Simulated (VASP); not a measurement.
The system is SnSe.

```xyz
2
Lattice="0.0000 3.3908 3.3908 3.3908 0.0000 3.3908 3.3908 3.3908 0.0000" Properties=species:S:1:pos:R:3 pbc="T T T"
Sn    0.0000    0.0000    0.0000
Se    5.0863    5.0863    5.0863
```

| Item | Value |
| --- | --- |
| Program | VASP 6.6.1 |
| Task | relaxation of cell and atoms |
| Functional | PBE0 |
| Potentials or basis | VASP PAW PBE potentials, release 64 (Sn_d, Se) |
| Cutoff | 600 eV |
| k mesh | 4 × 4 × 4 |
| Occupations | fermi-dirac, width 0.05 eV |
| Spin | no spin polarisation |

At the start: pressure -0.8 GPa; volume 38.99 Å³/atom.

Problem. How do energy, volume and symmetry change on relaxing?

Solution. Over 3 steps the energy falls by 2.2 meV/atom and the volume is 38.08 Å³/atom (-2.3 %); space group F-43m (No. 216, to 0.05 Å).

Step by step:
```
step  energy change (eV)  largest force (eV/Å)  pressure (GPa)  volume (Å³)
   1              0.0000                0.0000           -0.76        77.97
   2             -0.0044                0.0000            0.12        75.90
   3             -0.0045                0.0000           -0.01        76.16
```

Final structure:
```yaml
crystal:
  lattice:
    - [0.00000, 3.36436, 3.36436]
    - [3.36436, 0.00000, 3.36436]
    - [3.36436, 3.36436, 0.00000]
  atoms:
    - { symbol: Sn, position: [0.00000, 0.00000, 0.00000] }
    - { symbol: Se, position: [0.75000, 0.75000, 0.75000] }
```

Caveat: the PAW data sets were made with another functional, which shifts forces and pressure a little.
